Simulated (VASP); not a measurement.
LiH: single point with LDA

LiH:

```
Li H
1.0
     0.00000    2.02308    2.02308
     2.02308    0.00000    2.02308
     2.02308    2.02308    0.00000
Li H
1 1
Direct
  0.00000 0.00000 0.00000
  0.50000 0.50000 0.50000
```

| Item | Value |
| --- | --- |
| Program | VASP 6.6.1 |
| Task | single point |
| Functional | LDA |
| Potentials or basis | VASP PAW LDA potentials, release 64 (Li_sv, H) |
| Cutoff | 520 eV |
| k mesh | 11 × 11 × 11 |
| Occupations | fermi-dirac, width 0.05 eV |
| Spin | no spin polarisation |

The band gap on the k mesh is 2.83 eV.

Levels at points of the mesh, in eV from the valence-band top:
| k point | band 1 | band 2 | band 3 | band 4 | band 5 | band 6 |
| --- | --- | --- | --- | --- | --- | --- |
| (0.00, 0.00, 0.00) | -43.44 | -5.41 | 15.81 | 17.17 | 17.17 | 17.17 |

Wall time 6.4 s on 1 thread of Intel Xeon 8259CL, on a shared host, peak memory 0.12 GiB.

Caveat: an odd mesh through Γ misses points on the zone boundary, where band edges can lie. Expect the measured gap to be larger: semilocal functionals such as LDA lack the derivative discontinuity.
